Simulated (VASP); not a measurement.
# Bi (Im-3m) in VASP: a series of runs

The runs below take Bi through single point, with PBEsol.

Everything below comes from runs of VASP 6.6.1. Logs are shortened: lines on timing, memory, paths and dates and some standing lists are left out, and cuts for length are marked.

**1. The cell of the first run**

It takes space group Im-3m (No. 229, cubic). Conventional cell: a = 3.873 Å, b = 3.873 Å, c = 3.873 Å, α = 90.00°, β = 90.00°, γ = 90.00°. Within 4.4 Å of Bi (site symmetry m-3m) lie 14 Bi at 3.35 to 3.87 Å.

**2. Single point, PBEsol (volume scaled by 0.97)**

File INCAR:

```
SYSTEM = Bi
PREC     = Accurate       ! precision mode
ENCUT    = 500            ! plane-wave cutoff, eV
EDIFF    = 1E-6           ! SCF threshold, eV
ISMEAR   = 0              ! smearing method
SIGMA    = 0.1            ! smearing width, eV
LREAL    = .FALSE.        ! projectors in reciprocal space
LASPH    = .TRUE.         ! aspherical terms in the spheres
NELM     = 120            ! most SCF steps
ALGO     = Normal         ! electronic algorithm
ISIF     = 2              ! what is computed and relaxed
LWAVE    = .FALSE.        ! write WAVECAR
LCHARG   = .FALSE.        ! write CHGCAR
GGA      = PS             ! functional
NBANDS   = 14             ! bands
GGA_COMPAT= .FALSE.
```

File KPOINTS:

```
regular mesh
0
G
  16 16 16
  0 0 0
```

File POSCAR:

```
Bi
1.0
   -1.9365955307      1.9365955307      1.9365955307
    1.9365955307     -1.9365955307      1.9365955307
    1.9365955307      1.9365955307     -1.9365955307
Bi
1
Direct
    0.0000000000      0.0000000000      0.0000000000
```

Potentials or basis: VASP PAW PBE potentials, release 64 (Bi_d).

Started as:

```console
$ cat potpaw_PBE.64/Bi_d/POTCAR > POTCAR
$ mpirun -np 1 vasp_std > vasp.out
```

OUTCAR:

```text
SYSTEM = Bi
   PREC = Accurate
   ENCUT = 500
   EDIFF = 1E-6
   ISMEAR = 0
   LREAL = .FALSE.
   LASPH = .TRUE.
   NELM = 120
   ISIF = 2
   GGA = PS

 ion  position               nearest neighbor table
   1  0.000  0.000  0.000-

  LATTYP: Found a body centered cubic cell.
 ALAT       =     3.8731910614

  Lattice vectors:

 A1 = (  -1.9365955307,   1.9365955307,   1.9365955307)
 A2 = (   1.9365955307,  -1.9365955307,   1.9365955307)
 A3 = (   1.9365955307,   1.9365955307,  -1.9365955307)

Analysis of symmetry for initial positions (statically):
=====================================================================
 Subroutine PRICEL returns:
 Original cell was already a primitive cell.

 Routine SETGRP: Setting up the symmetry group for a
 body centered cubic supercell.

 Subroutine GETGRP returns: Found 48 space group operations
 (whereof 48 operations were pure point group operations)
 out of a pool of 48 trial point group operations.

The static configuration has the point symmetry O_h .

Analysis of symmetry for dynamics (positions and initial velocities):
=====================================================================
 Subroutine PRICEL returns:
 Original cell was already a primitive cell.

 Routine SETGRP: Setting up the symmetry group for a
 body centered cubic supercell.

 Subroutine GETGRP returns: Found 48 space group operations
 (whereof 48 operations were pure point group operations)
 out of a pool of 48 trial point group operations.

The dynamic configuration has the point symmetry O_h .

 Subroutine INISYM returns: Found 48 space group operations
 (whereof 48 operations are pure point group operations),
 and found     1 'primitive' translations

----------------------------------------------------------------------------------------

                                     Primitive cell

  volume of cell :      29.0520

  direct lattice vectors                    reciprocal lattice vectors
    -1.936595531  1.936595531  1.936595531     0.000000000  0.258185043  0.258185043
     1.936595531 -1.936595531  1.936595531     0.258185043  0.000000000  0.258185043
     1.936595531  1.936595531 -1.936595531     0.258185043  0.258185043  0.000000000

  length of vectors
     3.354281853  3.354281853  3.354281853     0.365128789  0.365128789  0.365128789

  position of ions in fractional coordinates (direct lattice)
     0.000000000  0.000000000  0.000000000

  ion indices of the primitive-cell ions
   primitive index   ion index
                 1           1

----------------------------------------------------------------------------------------

 KPOINTS: regular mesh

Automatic generation of k-mesh.
 Grid dimensions read from file:
 generate k-points for:   16   16   16

 Generating k-lattice:

  Cartesian coordinates                     Fractional coordinates (reciprocal lattice)
     0.000000000  0.016136565  0.016136565     0.062500000  0.000000000  0.000000000
     0.016136565  0.000000000  0.016136565     0.000000000  0.062500000  0.000000000
     0.016136565  0.016136565  0.000000000     0.000000000  0.000000000  0.062500000

  Length of vectors
     0.022820549  0.022820549  0.022820549

  Shift w.r.t. Gamma in fractional coordinates (k-lattice)
     0.000000000  0.000000000  0.000000000

 Subroutine IBZKPT returns following result:
 ===========================================

 Found    145 irreducible k-points:

 Following reciprocal coordinates:
            Coordinates               Weight
  0.000000  0.000000  0.000000      1.000000
  0.062500  0.000000  0.000000     12.000000
  0.125000  0.000000  0.000000     12.000000
  0.187500  0.000000  0.000000     12.000000
  0.250000  0.000000  0.000000     12.000000
  0.312500  0.000000  0.000000     12.000000
[... 16 lines left out ...]
  0.187500  0.187500  0.000000     24.000000
  0.250000  0.187500  0.000000     48.000000
 [... further k-points ...]
   k-points           NKPTS =    145   k-points in BZ     NKDIM =    145   number of bands    NBANDS=     14
   number of dos      NEDOS =    301   number of ions     NIONS =      1
   total plane-waves  NPLWV =  13824
   dimension x,y,z NGX =    24 NGY =   24 NGZ =   24
   dimension x,y,z NGXF=    48 NGYF=   48 NGZF=   48
   ions per type =               1
   NGX,Y,Z   is equivalent  to a cutoff of  11.89, 11.89, 11.89 a.u.
   NGXF,Y,Z  is equivalent  to a cutoff of  23.79, 23.79, 23.79 a.u.
 SYSTEM =  Bi
   PREC   = accura    normal or accurate (medium, high low for compatibility)
   ISTART =      0    job   : 0-new  1-cont  2-samecut
   ICHARG =      2    charge: 1-file 2-atom 10-const
   ISPIN  =      1    spin polarized calculation?
   LNONCOLLINEAR =      F non collinear calculations
   LSORBIT =      F    spin-orbit coupling
   LASPH  =      T    aspherical Exc in radial PAW
   ENCUT  =  500.0 eV  36.75 Ry    6.06 a.u.   6.12  6.12  6.12*2*pi/ulx,y,z
   NELM   =    120;   NELMIN=  2; NELMDL= -5     # of ELM steps
   EDIFF  = 0.1E-05   stopping-criterion for ELM
   LREAL  =      F    real-space projection
   EDIFFG = 0.1E-04   stopping-criterion for IOM
   NSW    =      0    number of steps for IOM
   IBRION =     -1    ionic relax: 0-MD 1-quasi-New 2-CG
   NFREE  =      0    steps in history (QN), initial steepest desc. (CG)
   ISIF   =      2    stress and relaxation
   ISYM   =      2    0-nonsym 1-usesym 2-fastsym
   POTIM  = 0.5000    time-step for ionic-motion
   TEBEG  =    0.0;   TEEND  =   0.0 temperature during run
   PSTRESS=    0.0 pullay stress
   NELECT =      15.0000    total number of electrons
   NUPDOWN=      -1.0000    fix difference up-down
   EMIN   =  10.00;   EMAX   =-10.00  energy-range for DOS
   EFERMI =   0.00;   METHOD = LEGACY
   ISMEAR =     0;   SIGMA  =   0.10  broadening in eV -4-tet -1-fermi 0-gaus
   EFERMI_NEDOS =   21; number of points for ismear=-14 and -15
   IALGO  =     38    algorithm
   IMIX   =      4    mixing-type and parameters
     AMIX     =   0.40;   BMIX     =  1.00
     AMIX_MAG =   1.60;   BMIX_MAG =  1.00
  volume/ion in A,a.u.               =      29.05       196.05
  Fermi-wavevector in a.u.,A,eV,Ry     =   1.313348  2.481867 23.468441  1.724882
  Thomas-Fermi vector in A             =   2.443677
   LORBIT       =      0    0 simple, 1 ext, 2 COOP (PROOUT), +10 PAW based schemes
   GGA     = PS    functional components
   LHFCALC =     F    Hartree Fock is set to
   AEXX    =    0.0000 exact exchange contribution
   IVDW    =     0    specifies the selected vdW correction
   LEPSILON=     F    determine dielectric tensor
   LRPA    =     F    only Hartree local field effects (RPA)
 non-spin polarized calculation
 Gauss-broadening in eV      SIGMA  =   0.10
  energy-cutoff  :      500.00
  volume of cell :       29.05
 maximum number of plane-waves:       749
   NGX = 13   NGY = 13   NGZ = 13

 number of electron      15.0000002 magnetization

 Free energy of the ion-electron system (eV)
  ---------------------------------------------------
  ext. energy  EPLUGINS =         0.00000000
  ---------------------------------------------------
  free energy    TOTEN  =        -4.21427454 eV

  energy without entropy =       -4.21124864  energy(sigma->0) =       -4.21276159

 E-fermi :   8.6134     XC(G=0): -10.7716

 val. band max:        8.5876707554   @ k =  -0.1875   0.2500   0.1250
 cond. band min:       8.6180748482   @ k =   0.3125   0.1250   0.0625
 fundamental gap:      0.0304040928
 Fermi energy:         8.6133763362

 k-point     1 :       0.0000    0.0000    0.0000
  band No.  band energies     occupation
      1     -14.3825      2.00000
      2     -14.3825      2.00000
      3     -14.3825      2.00000
      4     -14.2200      2.00000
      5     -14.2200      2.00000
      6      -5.4026      2.00000
      7      14.2598      0.00000
      8      14.2598      0.00000
      9      14.2598      0.00000
     10      18.6565      0.00000
     11      19.1168      0.00000
     12      19.1168      0.00000
     13      19.1168      0.00000
     14      20.7764      0.00000

 k-point     2 :       0.0625    0.0000    0.0000
  band No.  band energies     occupation
      1     -14.3846      2.00000
      2     -14.3794      2.00000
      3     -14.3728      2.00000
      4     -14.2223      2.00000
      5     -14.2204      2.00000
      6      -5.3250      2.00000
      7      13.4138      0.00000
      8      14.0048      0.00000
      9      14.1796      0.00000
     10      18.3859      0.00000
     11      18.7762      0.00000
     12      19.0040      0.00000
     13      19.2958      0.00000
     14      21.1199      0.00000

 k-point     3 :       0.1250    0.0000    0.0000
  band No.  band energies     occupation
      1     -14.3902      2.00000
      2     -14.3708      2.00000
      3     -14.3446      2.00000
      4     -14.2285      2.00000
      5     -14.2213      2.00000
      6      -5.0933      2.00000
      7      11.6893      0.00000
      8      13.3793      0.00000
      9      13.9460      0.00000
     10      17.3972      0.00000
     11      18.1931      0.00000
     12      18.8881      0.00000
     13      20.2555      0.00000
     14      21.9858      0.00000
[... 324 lines left out ...]
 k-point    23 :       0.1875    0.1875    0.0000
  band No.  band energies     occupation
      1     -14.3971      2.00000
      2     -14.3452      2.00000
      3     -14.2482      2.00000
      4     -14.2330      2.00000
      5     -14.2024      2.00000
      6      -3.4102      2.00000
      7       6.6144      2.00000
      8       9.4009      0.00000
      9      12.0823      0.00000
     10      17.0251      0.00000
     11      17.8412      0.00000
     12      20.4790      0.00000
     13      21.8165      0.00000
     14      23.3917      0.00000

 k-point    24 :       0.2500    0.1875    0.0000
  band No.  band energies     occupation
      1     -14.4001      2.00000
      2     -14.3342      2.00000
      3     -14.2454      2.00000
      4     -14.2365      2.00000
      5     -14.1770      2.00000
      6      -2.7727      2.00000
      7       5.4932      2.00000
      8       8.4578      1.97220
      9      11.7178      0.00000
     10      16.8810      0.00000
     11      18.2751      0.00000
     12      20.6400      0.00000
     13      22.9289      0.00000
     14      23.1393      0.00000

 [... further k-points ...]
[... 5 lines left out ...]
  --------------------------------------------------------------------------------------
  -------------------------------------------------------------------------------------
  Total        0.3459994      0.3459994      0.3459994     -0.0000000     -0.0000000      0.0000000
  in kB       19.0813550     19.0813550     19.0813550     -0.0000000     -0.0000000      0.0000000
  external PRESSURE =      19.0813550 kB  Pullay stress =       0.0000000 kB

 VOLUME and BASIS-vectors are now :
 -----------------------------------------------------------------------------
  energy-cutoff  :      500.00
  volume of cell :       29.05
      direct lattice vectors                 reciprocal lattice vectors
    -1.936595531  1.936595531  1.936595531     0.000000000  0.258185043  0.258185043
     1.936595531 -1.936595531  1.936595531     0.258185043  0.000000000  0.258185043
     1.936595531  1.936595531 -1.936595531     0.258185043  0.258185043  0.000000000

 POSITION                                       TOTAL-FORCE (eV/Angst)
 -----------------------------------------------------------------------------------
      0.00000      0.00000      0.00000        -0.000000     -0.000000      0.000000
 -----------------------------------------------------------------------------------
    total drift:                               -0.000000     -0.000000      0.000000

  FREE ENERGIE OF THE ION-ELECTRON SYSTEM (eV)
  ---------------------------------------------------
  free  energy   TOTEN  =        -4.2142745393 eV

  energy  without entropy=       -4.2112486357  energy(sigma->0) =       -4.21276159
```

Wall time 37 s (1 thread of AMD EPYC 7R43 (Zen 3), shared host); peak memory 0.13 GiB.

What came out:

```yaml
Free_energy: -4.2143 eV
Pressure: 1.9 GPa
```

Levels at points of the mesh, in eV from the Fermi level:
```tsv
k point	band 5	band 6	band 7	band 8	band 9	band 10
(0.00, 0.00, 0.00)	-22.83	-14.02	5.65	5.65	5.65	10.04
(0.50, 0.00, 0.00)	-22.73	-10.56	-5.48	1.72	3.65	6.23
(0.50, 0.50, 0.50)	-22.75	-8.13	-1.95	-1.95	-1.95	3.47
```

Caveat: the PAW data sets were made with another functional, which shifts forces and pressure a little; spin-orbit coupling is left out, which moves the levels of the heavy elements.

(Continued in part 2 of 2.)
